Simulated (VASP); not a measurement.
Set up this calculation in VASP 6.6.1, as the native input.

```
Task                    : density of states
Functional              : LDA
Potentials or basis     : VASP PAW LDA potentials, release 64 (Sn_d)
Cutoff                  : 520 eV
k mesh                  : 9 × 9 × 9
Occupations             : fermi-dirac, width 0.03 eV
Spin                    : no spin polarisation
Dipole correction       : no
k mesh for the DOS      : 14 × 14 × 14
Occupations for the DOS : tetrahedron
Further INCAR settings  : ALGO = Normal; EDIFF = 1e-07
```

Sn:

```xyz
2
Lattice="0.0000 3.2456 3.2456 3.2456 0.0000 3.2456 3.2456 3.2456 0.0000" Properties=species:S:1:pos:R:3 pbc="T T T"
Sn    3.2456    3.2456    3.2456
Sn    4.8684    4.8684    4.8684
```

One way to write it, as run:

POSCAR

```
Sn
1.0
    0.0000000000      3.2456000000      3.2456000000
    3.2456000000      0.0000000000      3.2456000000
    3.2456000000      3.2456000000      0.0000000000
Sn
2
Direct
    0.5000000000      0.5000000000      0.5000000000
    0.7500000000      0.7500000000      0.7500000000
```

INCAR.step1

```
SYSTEM = Sn
PREC = Accurate ; ENCUT = 520
EDIFF = 1E-7 ; ISMEAR = -1
SIGMA = 0.03 ; LREAL = .FALSE.
LASPH = .TRUE. ; NELM = 100
ALGO = Normal ; ISIF = 2
LWAVE = .FALSE. ; LCHARG = .TRUE.
NBANDS = 21
```

KPOINTS.step1

```
Automatic mesh
0
G
  9 9 9
  0 0 0
```

INCAR.step2

```
SYSTEM = Sn
PREC = Accurate ; ENCUT = 520
EDIFF = 1E-7 ; ISMEAR = -5
SIGMA = 0.03 ; LREAL = .FALSE.
LASPH = .TRUE. ; NELM = 100
ALGO = Normal ; ISIF = 2
LWAVE = .FALSE. ; LCHARG = .FALSE.
LORBIT = 11 ; NEDOS = 2001
ICHARG = 11
```

KPOINTS.step2

```
Automatic mesh
0
G
  14 14 14
  0 0 0
```

Potentials or basis: VASP PAW LDA potentials, release 64 (Sn_d).

The run is started by

```bash
$ cat potpaw_LDA.64/Sn_d/POTCAR > POTCAR
$ cp INCAR.step1 INCAR
$ cp KPOINTS.step1 KPOINTS
$ mpirun -np 1 vasp_std > vasp.out
$ cp INCAR.step2 INCAR
$ cp KPOINTS.step2 KPOINTS
$ mpirun -np 1 vasp_std > vasp.out
```

It gave:

* Valence electrons inside the program's atomic spheres: Sn 12.36

Caveat: spin-orbit coupling is left out, which moves the levels of the heavy elements.

Wall time 74 s on 1 thread of Intel(R) Xeon(R) Platinum 8375C CPU @ 2.90GHz (Ice Lake), on a shared host, peak memory 0.23 GiB.
